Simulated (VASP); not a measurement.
# SnO (Pm-3m) in VASP: settings compared, part 2 of 2

VASP 6.6.1. Earlier steps stand in the parts before.

## Step 3: Single point, PBE

INCAR reads:

```
PREC = Accurate
ENCUT = 600
EDIFF = 1E-6
ISMEAR = -1
SIGMA = 0.02
LREAL = F
LASPH = T
NELM = 120
ALGO = Normal
ISIF = 2
LWAVE = F
LCHARG = F
GGA = PE
NBANDS = 17
GGA_COMPAT = F
```

KPOINTS reads:

```
regular mesh
0
Gamma
  6 6 6
```

POSCAR reads:

```
SnO
1.0
    3.1034067830      0.0000000000      0.0000000000
    0.0000000000      3.1034067830      0.0000000000
    0.0000000000      0.0000000000      3.1034067830
Sn O
1 1
Direct
    0.0000000000      0.0000000000      0.0000000000
    0.5000000000      0.5000000000      0.5000000000
```

Potentials or basis: VASP PAW PBE potentials, release 64 (Sn_d, O).

On the command line:

```console
$ cat potpaw_PBE.64/Sn_d/POTCAR potpaw_PBE.64/O/POTCAR > POTCAR
$ mpirun -np 1 vasp_std > vasp.out
```

OUTCAR:

```text
PREC = Accurate
   ENCUT = 600
   EDIFF = 1E-6
   ISMEAR = -1
   LREAL = F
   LASPH = T
   NELM = 120
   ISIF = 2
   GGA = PE

 ion  position               nearest neighbor table
   1  0.000  0.000  0.000-   2 2.69   2 2.69   2 2.69   2 2.69   2 2.69   2 2.69   2 2.69   2 2.69

   2  0.500  0.500  0.500-   1 2.69   1 2.69   1 2.69   1 2.69   1 2.69   1 2.69   1 2.69   1 2.69

  LATTYP: Found a simple cubic cell.
 ALAT       =     3.1034067830

  Lattice vectors:

 A1 = (   3.1034067830,   0.0000000000,   0.0000000000)
 A2 = (   0.0000000000,   3.1034067830,   0.0000000000)
 A3 = (   0.0000000000,   0.0000000000,   3.1034067830)

Analysis of symmetry for initial positions (statically):
=====================================================================
 Subroutine PRICEL returns:
 Original cell was already a primitive cell.

 Routine SETGRP: Setting up the symmetry group for a
 simple cubic supercell.

 Subroutine GETGRP returns: Found 48 space group operations
 (whereof 48 operations were pure point group operations)
 out of a pool of 48 trial point group operations.

The static configuration has the point symmetry O_h .

Analysis of symmetry for dynamics (positions and initial velocities):
=====================================================================
 Subroutine PRICEL returns:
 Original cell was already a primitive cell.

 Routine SETGRP: Setting up the symmetry group for a
 simple cubic supercell.

 Subroutine GETGRP returns: Found 48 space group operations
 (whereof 48 operations were pure point group operations)
 out of a pool of 48 trial point group operations.

The dynamic configuration has the point symmetry O_h .

 Subroutine INISYM returns: Found 48 space group operations
 (whereof 48 operations are pure point group operations),
 and found     1 'primitive' translations

----------------------------------------------------------------------------------------

                                     Primitive cell

  volume of cell :      29.8893

  direct lattice vectors                    reciprocal lattice vectors
     3.103406783  0.000000000  0.000000000     0.322226530  0.000000000  0.000000000
     0.000000000  3.103406783  0.000000000     0.000000000  0.322226530  0.000000000
     0.000000000  0.000000000  3.103406783     0.000000000  0.000000000  0.322226530

  length of vectors
     3.103406783  3.103406783  3.103406783     0.322226530  0.322226530  0.322226530

  position of ions in fractional coordinates (direct lattice)
     0.000000000  0.000000000  0.000000000
     0.500000000  0.500000000  0.500000000

  ion indices of the primitive-cell ions
   primitive index   ion index
                 1           1
                 2           2

----------------------------------------------------------------------------------------

 KPOINTS: regular mesh

Automatic generation of k-mesh.
 Grid dimensions read from file:
 generate k-points for:    6    6    6

 Generating k-lattice:

  Cartesian coordinates                     Fractional coordinates (reciprocal lattice)
     0.053704422  0.000000000  0.000000000     0.166666667  0.000000000  0.000000000
     0.000000000  0.053704422  0.000000000     0.000000000  0.166666667  0.000000000
     0.000000000  0.000000000  0.053704422     0.000000000  0.000000000  0.166666667

  Length of vectors
     0.053704422  0.053704422  0.053704422

  Shift w.r.t. Gamma in fractional coordinates (k-lattice)
     0.000000000  0.000000000  0.000000000

 Subroutine IBZKPT returns following result:
 ===========================================

 Found     20 irreducible k-points:

 Following reciprocal coordinates:
            Coordinates               Weight
  0.000000  0.000000  0.000000      1.000000
  0.166667  0.000000  0.000000      6.000000
  0.333333  0.000000  0.000000      6.000000
  0.500000  0.000000  0.000000      3.000000
  0.166667  0.166667  0.000000     12.000000
  0.333333  0.166667  0.000000     24.000000
[... 12 lines left out ...]
  0.500000  0.500000  0.333333      6.000000
  0.500000  0.500000  0.500000      1.000000
   k-points           NKPTS =     20   k-points in BZ     NKDIM =     20   number of bands    NBANDS=     17
   number of dos      NEDOS =    301   number of ions     NIONS =      2
   total plane-waves  NPLWV =  21952
   dimension x,y,z NGX =    28 NGY =   28 NGZ =   28
   dimension x,y,z NGXF=    56 NGYF=   56 NGZF=   56
   ions per type =               1   1
   NGX,Y,Z   is equivalent  to a cutoff of  15.00, 15.00, 15.00 a.u.
   NGXF,Y,Z  is equivalent  to a cutoff of  30.00, 30.00, 30.00 a.u.
 SYSTEM =  unknown system
   PREC   = accura    normal or accurate (medium, high low for compatibility)
   ISTART =      0    job   : 0-new  1-cont  2-samecut
   ICHARG =      2    charge: 1-file 2-atom 10-const
   ISPIN  =      1    spin polarized calculation?
   LNONCOLLINEAR =      F non collinear calculations
   LSORBIT =      F    spin-orbit coupling
   LASPH  =      T    aspherical Exc in radial PAW
   ENCUT  =  600.0 eV  44.10 Ry    6.64 a.u.   6.20  6.20  6.20*2*pi/ulx,y,z
   NELM   =    120;   NELMIN=  2; NELMDL= -5     # of ELM steps
   EDIFF  = 0.1E-05   stopping-criterion for ELM
   LREAL  =      F    real-space projection
   EDIFFG = 0.1E-04   stopping-criterion for IOM
   NSW    =      0    number of steps for IOM
   IBRION =     -1    ionic relax: 0-MD 1-quasi-New 2-CG
   NFREE  =      0    steps in history (QN), initial steepest desc. (CG)
   ISIF   =      2    stress and relaxation
   ISYM   =      2    0-nonsym 1-usesym 2-fastsym
   POTIM  = 0.5000    time-step for ionic-motion
   TEBEG  =    0.0;   TEEND  =   0.0 temperature during run
   PSTRESS=    0.0 pullay stress
   NELECT =      20.0000    total number of electrons
   NUPDOWN=      -1.0000    fix difference up-down
   EMIN   =  10.00;   EMAX   =-10.00  energy-range for DOS
   EFERMI =   0.00;   METHOD = LEGACY
   ISMEAR =    -1;   SIGMA  =   0.02  broadening in eV -4-tet -1-fermi 0-gaus
   EFERMI_NEDOS =   21; number of points for ismear=-14 and -15
   IALGO  =     38    algorithm
   IMIX   =      4    mixing-type and parameters
     AMIX     =   0.40;   BMIX     =  1.00
     AMIX_MAG =   1.60;   BMIX_MAG =  1.00
  volume/ion in A,a.u.               =      14.94       100.85
  Fermi-wavevector in a.u.,A,eV,Ry     =   1.431900  2.705899 27.896550  2.050339
  Thomas-Fermi vector in A             =   2.551586
   LORBIT       =      0    0 simple, 1 ext, 2 COOP (PROOUT), +10 PAW based schemes
   GGA     = PE    functional components
   LHFCALC =     F    Hartree Fock is set to
   AEXX    =    0.0000 exact exchange contribution
   IVDW    =     0    specifies the selected vdW correction
   LEPSILON=     F    determine dielectric tensor
   LRPA    =     F    only Hartree local field effects (RPA)
 non-spin polarized calculation
  energy-cutoff  :      600.00
  volume of cell :       29.89
 maximum number of plane-waves:      1021
 NGX is ok and might be reduce to    28
   NGX = 13   NGY = 13   NGZ = 13

 number of electron      19.9999995 magnetization

 Free energy of the ion-electron system (eV)
  ---------------------------------------------------
  ext. energy  EPLUGINS =         0.00000000
  ---------------------------------------------------
  free energy    TOTEN  =        -9.83022639 eV

  energy without entropy =       -9.83013929  energy(sigma->0) =       -9.83018284

 E-fermi :   8.2941     XC(G=0): -11.4076

 val. band max:        8.1795826961   @ k =   0.5000   0.1667   0.0000
 cond. band min:       8.3807295065   @ k =   0.5000   0.5000   0.5000
 fundamental gap:      0.2011468104
 Fermi energy:         8.2941204143

 k-point     1 :       0.0000    0.0000    0.0000
  band No.  band energies     occupation
      1     -13.3402      2.00000
      2     -13.3402      2.00000
      3     -12.9625      2.00000
      4     -12.9625      2.00000
      5     -12.9625      2.00000
      6      -9.6856      2.00000
[... 9 lines left out ...]
     16      27.6694      0.00000
     17      28.0691      0.00000
[... 361 lines left out ...]
 k-point    20 :       0.5000    0.5000    0.5000
  band No.  band energies     occupation
      1     -13.1697      2.00000
      2     -13.1697      2.00000
      3     -13.1697      2.00000
      4     -12.8813      2.00000
      5     -12.8813      2.00000
      6      -8.2563      2.00000
[... 9 lines left out ...]
     16      20.9036      0.00000
     17      28.3405      0.00000

------------------------ aborting loop because EDIFF is reached ----------------------------------------

  FORCE on cell =-STRESS in cart. coord.  units (eV):
  Direction    XX          YY          ZZ          XY          YZ          ZX
  --------------------------------------------------------------------------------------
  -------------------------------------------------------------------------------------
  Total        0.5884816      0.5884816      0.5884816      0.0000000     -0.0000000      0.0000000
  in kB       31.5447682     31.5447682     31.5447682      0.0000000     -0.0000000      0.0000000
  external PRESSURE =      31.5447682 kB  Pullay stress =       0.0000000 kB

 VOLUME and BASIS-vectors are now :
 -----------------------------------------------------------------------------
  energy-cutoff  :      600.00
  volume of cell :       29.89
      direct lattice vectors                 reciprocal lattice vectors
     3.103406783  0.000000000  0.000000000     0.322226530  0.000000000  0.000000000
     0.000000000  3.103406783  0.000000000     0.000000000  0.322226530  0.000000000
     0.000000000  0.000000000  3.103406783     0.000000000  0.000000000  0.322226530

 POSITION                                       TOTAL-FORCE (eV/Angst)
 -----------------------------------------------------------------------------------
      0.00000      0.00000      0.00000         0.000000      0.000000      0.000000
      1.55170      1.55170      1.55170         0.000000      0.000000      0.000000
 -----------------------------------------------------------------------------------
    total drift:                               -0.000000      0.000000      0.000000

  FREE ENERGIE OF THE ION-ELECTRON SYSTEM (eV)
  ---------------------------------------------------
  free  energy   TOTEN  =        -9.8302263867 eV

  energy  without entropy=       -9.8301392901  energy(sigma->0) =       -9.83018284
```

stdout:

```text
POSCAR found type information on POSCAR SnO
 POSCAR found :  2 types and       2 ions
 scaLAPACK will be used
 LDA part: xc-table for (Slater+PW92), standard interpolation
 POSCAR, INCAR and KPOINTS ok, starting setup
 FFT: planning ... GRIDC
 FFT: planning ... GRID_SOFT
 FFT: planning ... GRID
 WAVECAR not read
 entering main loop
```

It took 8.6 s on 1 thread of Intel Xeon Platinum 8488C (Sapphire Rapids), shared host; peak memory 0.16 GiB.

Results:

- Free energy: -9.8302 eV
- Pressure: 3.2 GPa
- Band gap on the k mesh: 0.20 eV (least direct gap 0.88 eV)

Caveat: the cell stands under pressure; spin-orbit coupling is left out, which moves the levels of the heavy elements. A k mesh can miss the band edges.

## Step 4: Single point, r2SCAN

POSCAR is that of step 3.

INCAR.step1 reads:

```
SYSTEM = SnO
PREC     = Accurate       ! precision mode
ENCUT    = 660            ! plane-wave cutoff, eV
ISMEAR   = -1             ! smearing method
SIGMA    = 0.02           ! smearing width, eV
LREAL    = .False.        ! projectors in reciprocal space
LASPH    = .True.         ! aspherical terms in the spheres
NELM     = 120            ! most SCF steps
NBANDS   = 17             ! bands
GGA      = PE             ! functional
ALGO     = Normal         ! electronic algorithm
EDIFF    = 1E-5           ! SCF threshold, eV
LWAVE    = .True.         ! write WAVECAR
LCHARG   = .False.        ! write CHGCAR
GGA_COMPAT= .False.
```

INCAR.step2 reads:

```
SYSTEM = SnO
PREC     = Accurate       ! precision mode
ENCUT    = 660            ! plane-wave cutoff, eV
EDIFF    = 1E-6           ! SCF threshold, eV
ISMEAR   = -1             ! smearing method
SIGMA    = 0.02           ! smearing width, eV
LREAL    = .False.        ! projectors in reciprocal space
LASPH    = .True.         ! aspherical terms in the spheres
NELM     = 120            ! most SCF steps
ALGO     = Normal         ! electronic algorithm
ISIF     = 2              ! what is computed and relaxed
LWAVE    = .False.        ! write WAVECAR
LCHARG   = .False.        ! write CHGCAR
METAGGA  = R2SCAN         ! meta-GGA
LMIXTAU  = .True.       
NBANDS   = 17             ! bands
ISTART   = 1            
GGA_COMPAT= .False.
```

KPOINTS reads:

```
Automatic mesh
0
Gamma
  6 6 6
  0 0 0
```

On the command line:

```console
$ cat potpaw_PBE.64/Sn_d/POTCAR potpaw_PBE.64/O/POTCAR > POTCAR
$ cp INCAR.step1 INCAR
$ mpirun -np 1 vasp_std > vasp.out
$ cp INCAR.step2 INCAR
$ mpirun -np 1 vasp_std > vasp.out
```

Wall time 36 s (1 thread of Intel Xeon Platinum 8488C (Sapphire Rapids), shared host); peak memory 0.17 GiB.

The run converged. Its results:

```yaml
Free_energy: -31.5935 eV
Pressure: 0.3 GPa
Band_gap_on_the_k_mesh: 0.35 eV (least direct gap 1.02 eV)
```

Levels at points of the mesh, in eV from the valence-band top:
```csv
k point,band 6,band 7,band 8,band 9,band 10,band 11,band 12,band 13,band 14,band 15
"(0.00, 0.00, 0.00)",-18.96,-7.41,-2.50,-2.50,-2.50,8.86,8.86,8.86,8.86,8.86
"(0.50, 0.00, 0.00)",-18.28,-8.93,-1.73,-1.73,-0.65,0.76,7.88,7.88,12.01,12.08
"(0.50, 0.50, 0.00)",-17.66,-5.50,-5.50,-4.54,-1.59,3.98,3.98,9.61,10.76,16.09
"(0.50, 0.50, 0.50)",-17.60,-3.31,-3.31,-3.31,-0.90,0.35,0.35,0.35,13.62,13.62
```

Caveat: the PAW data sets were made with another functional, which shifts forces and pressure a little; spin-orbit coupling is left out, which moves the levels of the heavy elements.
